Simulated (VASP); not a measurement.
Wanted: the native input for a VASP 6.6.1 run.

```
Task                   : single point
Functional             : PBE
Potentials or basis    : VASP PAW PBE potentials, release 64 (Zr_sv)
Cutoff                 : 520 eV
k mesh                 : 15 × 15 × 8
Occupations            : gaussian, width 0.1 eV
Spin                   : no spin polarisation
Dipole correction      : no
Further INCAR settings : ALGO = Normal; EDIFF = 1e-06; NBANDS = 19
```

The structure of Zr lies in POSCAR:

```
Zr
1.0
    3.2327898565      0.0000000000      0.0000000000
   -1.6163949283      2.7996781408      0.0000000000
    0.0000000000      0.0000000000      5.1691199290
Zr
2
Direct
    0.3333333333      0.6666666667      0.2500000000
    0.6666666667      0.3333333333      0.7500000000
```

These files were run (other wordings do the same):

INCAR

```
  PREC = Accurate
  ENCUT = 520
  EDIFF = 1E-6
  ISMEAR = 0
  SIGMA = 0.1
  LREAL = F
  LASPH = T
  NELM = 60
  ALGO = Normal
  ISIF = 2
  LWAVE = F
  LCHARG = T
  GGA = PE
  LELF = T
  LVHAR = T
  NBANDS = 19
```

KPOINTS

```
regular mesh
0
Gamma
  15 15 8
```

Potentials or basis: VASP PAW PBE potentials, release 64 (Zr_sv).

Command:

```bash
$ cat potpaw_PBE.64/Zr_sv/POTCAR > POTCAR
$ mpirun -np 1 vasp_std > vasp.out
```

Results of the run:

| Property | Result |
| --- | --- |
| Pressure | 0.0 GPa |
| Band gap on the k mesh | zero (bands 12 and 13 overlap by 1.18 eV) |

Wall time 45 s on 1 thread of AMD EPYC 9R45 (Zen 5), on a shared host, peak memory 0.19 GiB.
